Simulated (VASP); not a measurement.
# Ta2CN (P4/mmm) in VASP: further runs

Runs on Ta2CN. Level: LDA. Tasks: single point.

Program: VASP 6.6.1. These are calculated values, not measurements. Logs are shortened: lines on timing, memory, paths and dates and some standing lists are left out, and cuts for length are marked.

## 1. The cell of the first run

The structure is tetragonal, space group P4/mmm (No. 123). Conventional cell: a = 3.093 Å, b = 3.093 Å, c = 4.396 Å, α = 90.00°, β = 90.00°, γ = 90.00°. Ta (site symmetry 4/mmm) has 4 N at 2.19 Å and 2 C at 2.20 Å within 2.9 Å. Within 2.9 Å of Ta (site symmetry 4/mmm) lie 4 C at 2.19 Å and 2 N at 2.20 Å. C (site symmetry 4/mmm) has 6 Ta at 2.19 to 2.20 Å within 2.9 Å. Within 2.9 Å of N (site symmetry 4/mmm) lie 6 Ta at 2.19 to 2.20 Å.

## 2. Single point, LDA

Input file INCAR:

```
SYSTEM = Ta2CN
PREC = Accurate
ENCUT = 1330
EDIFF = 1E-6
ISMEAR = 1
SIGMA = 0.05
LREAL = .False.
LASPH = .True.
NELM = 120
ALGO = Normal
ISIF = 2
LWAVE = .False.
LCHARG = .False.
NBANDS = 26
GGA_COMPAT = .False.
```

Input file KPOINTS:

```
Automatic mesh
0
Gamma
  8 8 6
  0 0 0
```

Input file POSCAR:

```
Ta2CN
1.0
    3.0929179154      0.0000000000      0.0000000000
    0.0000000000      3.0929179154      0.0000000000
    0.0000000000      0.0000000000      4.3959756469
Ta C N
2 1 1
Direct
    0.0000000000      0.0000000000      0.0000000000
    0.5000000000      0.5000000000      0.5000000000
    0.0000000000      0.0000000000      0.5000000000
    0.5000000000      0.5000000000      0.0000000000
```

Potentials or basis: VASP PAW LDA potentials, release 64 (Ta_sv_GW, C_h, N_h).

Run with:

```sh
$ cat potpaw_LDA.64/Ta_sv_GW/POTCAR potpaw_LDA.64/C_h/POTCAR potpaw_LDA.64/N_h/POTCAR > POTCAR
$ mpirun -np 1 vasp_std > vasp.out
```

OUTCAR:

```text
SYSTEM = Ta2CN
   PREC = Accurate
   ENCUT = 1330
   EDIFF = 1E-6
   ISMEAR = 1
   LREAL = .False.
   LASPH = .True.
   NELM = 120
   ISIF = 2

 ion  position               nearest neighbor table
   1  0.000  0.000  0.000-   4 2.19   4 2.19   4 2.19   4 2.19   3 2.20   3 2.20   2 3.10   2 3.10
                             2 3.10   2 3.10   2 3.10   2 3.10   2 3.10   2 3.10
   2  0.500  0.500  0.500-   3 2.19   3 2.19   3 2.19   3 2.19   4 2.20   4 2.20   1 3.10   1 3.10
                             1 3.10   1 3.10   1 3.10   1 3.10   1 3.10   1 3.10
   3  0.000  0.000  0.500-   2 2.19   2 2.19   2 2.19   2 2.19   1 2.20   1 2.20
   4  0.500  0.500  0.000-   1 2.19   1 2.19   1 2.19   1 2.19   2 2.20   2 2.20

  LATTYP: Found a simple tetragonal cell.
 ALAT       =     3.0929179154
 C/A-ratio  =     1.4213036903

  Lattice vectors:

 A1 = (   3.0929179154,   0.0000000000,   0.0000000000)
 A2 = (   0.0000000000,   3.0929179154,   0.0000000000)
 A3 = (   0.0000000000,   0.0000000000,   4.3959756469)

Analysis of symmetry for initial positions (statically):
=====================================================================
 Subroutine PRICEL returns:
 Original cell was already a primitive cell.

 Routine SETGRP: Setting up the symmetry group for a
 simple tetragonal supercell.

 Subroutine GETGRP returns: Found 16 space group operations
 (whereof 16 operations were pure point group operations)
 out of a pool of 16 trial point group operations.

The static configuration has the point symmetry D_4h.

Analysis of symmetry for dynamics (positions and initial velocities):
=====================================================================
 Subroutine PRICEL returns:
 Original cell was already a primitive cell.

 Routine SETGRP: Setting up the symmetry group for a
 simple tetragonal supercell.

 Subroutine GETGRP returns: Found 16 space group operations
 (whereof 16 operations were pure point group operations)
 out of a pool of 16 trial point group operations.

The dynamic configuration has the point symmetry D_4h.

 Subroutine INISYM returns: Found 16 space group operations
 (whereof 16 operations are pure point group operations),
 and found     1 'primitive' translations

----------------------------------------------------------------------------------------

                                     Primitive cell

  volume of cell :      42.0525

  direct lattice vectors                    reciprocal lattice vectors
     3.092917915  0.000000000  0.000000000     0.323319282  0.000000000  0.000000000
     0.000000000  3.092917915  0.000000000     0.000000000  0.323319282  0.000000000
     0.000000000  0.000000000  4.395975647     0.000000000  0.000000000  0.227480787

  length of vectors
     3.092917915  3.092917915  4.395975647     0.323319282  0.323319282  0.227480787

  position of ions in fractional coordinates (direct lattice)
     0.000000000  0.000000000  0.000000000
     0.500000000  0.500000000  0.500000000
     0.000000000  0.000000000  0.500000000
     0.500000000  0.500000000  0.000000000

  ion indices of the primitive-cell ions
   primitive index   ion index
                 1           1
                 2           2
                 3           3
                 4           4

----------------------------------------------------------------------------------------

 KPOINTS: Automatic mesh

Automatic generation of k-mesh.
 Grid dimensions read from file:
 generate k-points for:    8    8    6

 Generating k-lattice:

  Cartesian coordinates                     Fractional coordinates (reciprocal lattice)
     0.040414910  0.000000000  0.000000000     0.125000000  0.000000000  0.000000000
     0.000000000  0.040414910  0.000000000     0.000000000  0.125000000  0.000000000
     0.000000000  0.000000000  0.037913465     0.000000000  0.000000000  0.166666667

  Length of vectors
     0.040414910  0.040414910  0.037913465

  Shift w.r.t. Gamma in fractional coordinates (k-lattice)
     0.000000000  0.000000000  0.000000000

 Subroutine IBZKPT returns following result:
 ===========================================

 Found     60 irreducible k-points:

 Following reciprocal coordinates:
            Coordinates               Weight
  0.000000  0.000000  0.000000      1.000000
  0.125000  0.000000  0.000000      4.000000
  0.250000  0.000000  0.000000      4.000000
  0.375000  0.000000  0.000000      4.000000
  0.500000  0.000000  0.000000      2.000000
  0.125000  0.125000  0.000000      4.000000
[... 16 lines left out ...]
  0.375000  0.125000  0.166667     16.000000
  0.500000  0.125000  0.166667      8.000000
 [... further k-points ...]
   k-points           NKPTS =     60   k-points in BZ     NKDIM =     60   number of bands    NBANDS=     26
   number of dos      NEDOS =    301   number of ions     NIONS =      4
   total plane-waves  NPLWV =  86400
   dimension x,y,z NGX =    40 NGY =   40 NGZ =   54
   dimension x,y,z NGXF=    80 NGYF=   80 NGZF=  108
   ions per type =               2   1   1
   NGX,Y,Z   is equivalent  to a cutoff of  21.50, 21.50, 20.42 a.u.
   NGXF,Y,Z  is equivalent  to a cutoff of  43.00, 43.00, 40.84 a.u.
 SYSTEM =  Ta2CN
   PREC   = accura    normal or accurate (medium, high low for compatibility)
   ISTART =      0    job   : 0-new  1-cont  2-samecut
   ICHARG =      2    charge: 1-file 2-atom 10-const
   ISPIN  =      1    spin polarized calculation?
   LNONCOLLINEAR =      F non collinear calculations
   LSORBIT =      F    spin-orbit coupling
   LASPH  =      T    aspherical Exc in radial PAW
   ENCUT  = 1330.0 eV  97.75 Ry    9.89 a.u.   9.20  9.20 13.07*2*pi/ulx,y,z
   NELM   =    120;   NELMIN=  2; NELMDL= -5     # of ELM steps
   EDIFF  = 0.1E-05   stopping-criterion for ELM
   LREAL  =      F    real-space projection
   EDIFFG = 0.1E-04   stopping-criterion for IOM
   NSW    =      0    number of steps for IOM
   IBRION =     -1    ionic relax: 0-MD 1-quasi-New 2-CG
   NFREE  =      0    steps in history (QN), initial steepest desc. (CG)
   ISIF   =      2    stress and relaxation
   ISYM   =      2    0-nonsym 1-usesym 2-fastsym
   POTIM  = 0.5000    time-step for ionic-motion
   TEBEG  =    0.0;   TEEND  =   0.0 temperature during run
   PSTRESS=    0.0 pullay stress
   NELECT =      35.0000    total number of electrons
   NUPDOWN=      -1.0000    fix difference up-down
   EMIN   =  10.00;   EMAX   =-10.00  energy-range for DOS
   EFERMI =   0.00;   METHOD = LEGACY
   ISMEAR =     1;   SIGMA  =   0.05  broadening in eV -4-tet -1-fermi 0-gaus
   EFERMI_NEDOS =   21; number of points for ismear=-14 and -15
   IALGO  =     38    algorithm
   IMIX   =      4    mixing-type and parameters
     AMIX     =   0.40;   BMIX     =  1.00
     AMIX_MAG =   1.60;   BMIX_MAG =  1.00
  volume/ion in A,a.u.               =      10.51        70.95
  Fermi-wavevector in a.u.,A,eV,Ry     =   1.539927  2.910040 32.264521  2.371375
  Thomas-Fermi vector in A             =   2.646086
   LORBIT       =      0    0 simple, 1 ext, 2 COOP (PROOUT), +10 PAW based schemes
   GGA     = CA    functional components
   LHFCALC =     F    Hartree Fock is set to
   AEXX    =    0.0000 exact exchange contribution
   IVDW    =     0    specifies the selected vdW correction
   LEPSILON=     F    determine dielectric tensor
   LRPA    =     F    only Hartree local field effects (RPA)
 non-spin polarized calculation
 Methfessel and Paxton  Order N= 1 SIGMA  =   0.05
  energy-cutoff  :     1330.00
  volume of cell :       42.05
 maximum number of plane-waves:      4664
 NGX is ok and might be reduce to    40
   NGX = 19   NGY = 19   NGZ = 27

 number of electron      35.0000000 magnetization

 Free energy of the ion-electron system (eV)
  ---------------------------------------------------
  ext. energy  EPLUGINS =         0.00000000
  ---------------------------------------------------
  free energy    TOTEN  =       -53.57391237 eV

  energy without entropy =      -53.57373562  energy(sigma->0) =      -53.57385345

 E-fermi :  13.7096     XC(G=0): -14.1129

 val. band max:       13.6960915207   @ k =   0.5000   0.1250   0.1667
 cond. band min:      13.7141371368   @ k =   0.5000   0.5000   0.5000
 fundamental gap:      0.0180456162
 Fermi energy:        13.7095579648

 k-point     1 :       0.0000    0.0000    0.0000
  band No.  band energies     occupation
      1     -55.1500      2.00000
      2     -54.9295      2.00000
      3     -22.2717      2.00000
      4     -21.8605      2.00000
      5     -21.8605      2.00000
      6     -21.4975      2.00000
[... 18 lines left out ...]
     25      17.6071      0.00000
     26      17.6071      0.00000

 k-point     2 :       0.1250    0.0000    0.0000
  band No.  band energies     occupation
      1     -55.1458      2.00000
      2     -54.9275      2.00000
      3     -22.2371      2.00000
      4     -21.9282      2.00000
      5     -21.8433      2.00000
      6     -21.5331      2.00000
[... 18 lines left out ...]
     25      17.5038      0.00000
     26      17.5635      0.00000

 k-point     3 :       0.2500    0.0000    0.0000
  band No.  band energies     occupation
      1     -55.1357      2.00000
      2     -54.9229      2.00000
      3     -22.1405      2.00000
      4     -22.0878      2.00000
      5     -21.7999      2.00000
      6     -21.7283      2.00000
[... 18 lines left out ...]
     25      18.6708      0.00000
     26      19.9109      0.00000

 k-point     4 :       0.3750    0.0000    0.0000
  band No.  band energies     occupation
      1     -55.1255      2.00000
      2     -54.9183      2.00000
      3     -22.2420      2.00000
      4     -22.0018      2.00000
      5     -21.9174      2.00000
      6     -21.7529      2.00000
[... 18 lines left out ...]
     25      20.4288      0.00000
     26      21.1927      0.00000

 k-point     5 :       0.5000    0.0000    0.0000
  band No.  band energies     occupation
      1     -55.1213      2.00000
      2     -54.9164      2.00000
      3     -22.3044      2.00000
      4     -21.9941      2.00000
      5     -21.8610      2.00000
      6     -21.8320      2.00000
[... 18 lines left out ...]
     25      21.4980      0.00000
     26      21.8712      0.00000

 k-point     6 :       0.1250    0.1250    0.0000
  band No.  band energies     occupation
      1     -55.1418      2.00000
      2     -54.9254      2.00000
      3     -22.2045      2.00000
      4     -21.9293      2.00000
      5     -21.8971      2.00000
      6     -21.5566      2.00000
[... 427 lines left out ...]
 k-point    21 :       0.1250    0.1250    0.1667
  band No.  band energies     occupation
      1     -55.1404      2.00000
      2     -54.9268      2.00000
      3     -22.1913      2.00000
      4     -21.9137      2.00000
      5     -21.8806      2.00000
      6     -21.6504      2.00000
[... 18 lines left out ...]
     25      17.8456      0.00000
     26      18.6476      0.00000

 k-point    22 :       0.2500    0.1250    0.1667
  band No.  band energies     occupation
      1     -55.1313      2.00000
      2     -54.9212      2.00000
      3     -22.1878      2.00000
      4     -22.0044      2.00000
      5     -21.8973      2.00000
      6     -21.7402      2.00000
[... 18 lines left out ...]
     25      19.2968      0.00000
     26      20.1076      0.00000

 k-point    23 :       0.3750    0.1250    0.1667
  band No.  band energies     occupation
      1     -55.1220      2.00000
      2     -54.9157      2.00000
      3     -22.2956      2.00000
      4     -22.0578      2.00000
      5     -21.8919      2.00000
      6     -21.7614      2.00000
[... 18 lines left out ...]
     25      20.1884      0.00000
     26      21.4538      0.00000

 k-point    24 :       0.5000    0.1250    0.1667
  band No.  band energies     occupation
      1     -55.1182      2.00000
      2     -54.9134      2.00000
      3     -22.3534      2.00000
      4     -22.1102      2.00000
      5     -21.8143      2.00000
      6     -21.7695      2.00000
[... 18 lines left out ...]
     25      20.2897      0.00000
     26      21.5194      0.00000

 [... further k-points ...]

------------------------ aborting loop because EDIFF is reached ----------------------------------------

  FORCE on cell =-STRESS in cart. coord.  units (eV):
  Direction    XX          YY          ZZ          XY          YZ          ZX
  --------------------------------------------------------------------------------------
  -------------------------------------------------------------------------------------
  Total        0.5131679      0.5131679     -0.3399244      0.0000000     -0.0000000      0.0000000
  in kB       19.5514078     19.5514078    -12.9509285      0.0000000     -0.0000000      0.0000000
  external PRESSURE =       8.7172957 kB  Pullay stress =       0.0000000 kB

 VOLUME and BASIS-vectors are now :
 -----------------------------------------------------------------------------
  energy-cutoff  :     1330.00
  volume of cell :       42.05
      direct lattice vectors                 reciprocal lattice vectors
     3.092917915  0.000000000  0.000000000     0.323319282  0.000000000  0.000000000
     0.000000000  3.092917915  0.000000000     0.000000000  0.323319282  0.000000000
     0.000000000  0.000000000  4.395975647     0.000000000  0.000000000  0.227480787

 POSITION                                       TOTAL-FORCE (eV/Angst)
 -----------------------------------------------------------------------------------
      0.00000      0.00000      0.00000         0.000000      0.000000      0.000000
      1.54646      1.54646      2.19799         0.000000      0.000000      0.000000
      0.00000      0.00000      2.19799         0.000000      0.000000      0.000000
      1.54646      1.54646      0.00000         0.000000      0.000000      0.000000
 -----------------------------------------------------------------------------------
    total drift:                                0.000000      0.000000     -0.000000

  FREE ENERGIE OF THE ION-ELECTRON SYSTEM (eV)
  ---------------------------------------------------
  free  energy   TOTEN  =       -53.5739123682 eV

  energy  without entropy=      -53.5737356248  energy(sigma->0) =      -53.57385345
```

Wall time 3.2 min (1 thread of Intel Xeon Platinum 8488C (Sapphire Rapids), shared host); peak memory 0.43 GiB.

What came out:

| Item | Value |
| --- | --- |
| Free energy | -53.5739 eV |
| Pressure | 0.9 GPa |
| Band gap on the k mesh | zero (an odd number of electrons rules out a gap without spin polarisation) |

Caveat: spin-orbit coupling is left out, which moves the levels of the heavy elements; an odd number of electrons without spin polarisation forces a metal; a magnetic or distorted state may lie lower.

[end of part 1 of 2]

The gap in the log of VASP goes by the Fermi energy; the results here count the filled bands.